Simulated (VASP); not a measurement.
A run of VASP 6.6.1:

The input INCAR:

```
SYSTEM = HgPt3
PREC     = Accurate       ! precision mode
ENCUT    = 570            ! plane-wave cutoff, eV
EDIFF    = 1E-6           ! SCF threshold, eV
ISMEAR   = 0              ! smearing method
SIGMA    = 0.1            ! smearing width, eV
LREAL    = .False.        ! projectors in reciprocal space
LASPH    = .True.         ! aspherical terms in the spheres
NELM     = 120            ! most SCF steps
ALGO     = Normal         ! electronic algorithm
ISIF     = 2              ! what is computed and relaxed
LWAVE    = .False.        ! write WAVECAR
LCHARG   = .True.         ! write CHGCAR
GGA      = CA             ! functional
LELF     = .True.         ! ELF
LVHAR    = .True.       
NBANDS   = 45             ! bands
GGA_COMPAT= .False.
```

Contents of KPOINTS:

```
Automatic mesh
0
Gamma
  10 10 10
  0 0 0
```

POSCAR

```
HgPt3
1.0
    3.9726881452      0.0000000000      0.0000000000
    0.0000000000      3.9726881452      0.0000000000
    0.0000000000      0.0000000000      3.9726881452
Hg Pt
1 3
Direct
    0.0000000000      0.0000000000      0.0000000000
    0.0000000000      0.5000000000      0.5000000000
    0.5000000000      0.5000000000      0.0000000000
    0.5000000000      0.0000000000      0.5000000000
```

Potentials or basis: VASP PAW LDA potentials, release 64 (Hg_sv_GW, Pt_sv_GW).

Run with:

```bash
$ cat potpaw_LDA.64/Hg_sv_GW/POTCAR potpaw_LDA.64/Pt_sv_GW/POTCAR > POTCAR
$ mpirun -np 1 vasp_std > vasp.out
```

Hardware: 1 thread of Intel(R) Xeon(R) 6975P-C (Granite Rapids) (shared host).

Task: How long does it take, and how much memory?

Result: Run time: 60 s on 1 thread of Intel(R) Xeon(R) 6975P-C (Granite Rapids) (shared host), peak memory 0.29 GiB. Counts: scf iterations 14, k points 56.
